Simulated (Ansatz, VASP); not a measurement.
## One calculation of Si, two programs

```
Si
1.0
     0.00000    5.43000    5.43000
     5.43000    0.00000    5.43000
     5.43000    5.43000    0.00000
Si
17
Direct
  0.00590 0.96063 0.01715
  0.11659 0.12340 0.13711
  0.96674 0.01123 0.51119
  0.11684 0.12322 0.62316
  0.00654 0.51649 0.01638
  0.19753 0.60093 0.10089
  0.00598 0.51717 0.46063
  0.11656 0.63716 0.62336
  0.48920 0.00214 0.00680
  0.63163 0.10663 0.13104
  0.48939 0.00219 0.50215
  0.59350 0.13572 0.63565
  0.57975 0.47366 0.97358
  0.63215 0.63100 0.13096
  0.48918 0.50687 0.50210
  0.63169 0.63108 0.60654
  0.99242 0.33559 0.83568
```

Alike in both runs: functional PBEsol; k mesh 2 × 2 × 2; occupations fermi-dirac, width 0.05 eV; no spin polarisation.

Ansatz relaxed the structure, and its values are those at the end. VASP's run is a single point on that final structure, the one shown.

```csv
,VASP,Ansatz
version,VASP 6.6.1,Ansatz 0.2.0
potentials or method,"VASP PAW PBE potentials, release 64 (Si), cutoff 520 eV","scalar-relativistic, plane waves, PAW"
valence electrons in the cell,68,68
```

```tsv
	VASP	Ansatz	Ansatz less VASP
rms of the force components (eV/Å)	0.016	0.016	+0.0003
```

VASP's potentials were made for PBE, not for PBEsol, and Ansatz warns of the same on its side.

The k mesh is coarse, so the values compare programs but aren't converged.
